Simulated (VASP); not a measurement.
Runs of VASP 6.6.1 on Ba. The structure is that of space group P6_3/mmc (No. 194), or close to it. The cells are those of the table. This isn't the form of Ba at room conditions, which is bcc.

```tsv
task	level	cell	cutoff (eV)	gap on the mesh (eV)	pressure (GPa)
relaxation of shape and atoms at fixed volume	PBEsol	relaxed from a = 3.860, b = 3.860, c = 6.299 Å, angles 90.0, 90.0, 120.0°, 2 atoms	600	none	4.7
relaxation of shape and atoms at fixed volume	PBEsol	relaxed from a = 3.667, b = 3.667, c = 5.983 Å, angles 90.0, 90.0, 120.0°, 2 atoms	600	none	8.4
single point	PBEsol	a = 4.067, b = 4.067, c = 6.485 Å, angles 90.0, 90.0, 120.0°, 2 atoms	520	none	2.6
single point	PBEsol+D3(BJ)	a = 4.208, b = 4.208, c = 6.816 Å, angles 90.0, 90.0, 120.0°, 2 atoms	520	none	0.1
single point	PBEsol	a = 3.273, b = 3.273, c = 5.006 Å, angles 90.0, 90.0, 120.0°, 2 atoms	520	none	37.3
relaxation of shape and atoms at fixed volume	PBEsol+D3(BJ)	relaxed from a = 4.198, b = 4.198, c = 6.849 Å, angles 90.0, 90.0, 120.0°, 2 atoms	600	none	0.1
single point	PBEsol	a = 3.785, b = 3.785, c = 5.617 Å, angles 90.0, 90.0, 120.0°, 2 atoms	520	none	8.4
single point	PBEsol	a = 4.208, b = 4.208, c = 6.816 Å, angles 90.0, 90.0, 120.0°, 2 atoms	520	none	(a)
relaxation of shape and atoms at fixed volume	PBEsol	relaxed from a = 4.036, b = 4.036, c = 6.585 Å, angles 90.0, 90.0, 120.0°, 2 atoms	600	none	2.6
```

Alike in all rows: potentials or basis VASP PAW PBE potentials, release 64 (Ba_sv); no spin polarisation; k mesh 10 × 10 × 6; smearing fermi-dirac 0.08 eV.

Q: Fill in the values left out.

A: (a) 1.1.

Caveats: the PAW data sets were made with another functional, which shifts forces and pressure a little; spin-orbit coupling is left out, which moves the levels of the heavy elements; the cell stands under pressure (at least some runs).

A k mesh can miss the band edges, and the runs leave out spin-orbit coupling on Ba.

A gap of «none» marks levels without a gap at the run's occupations.
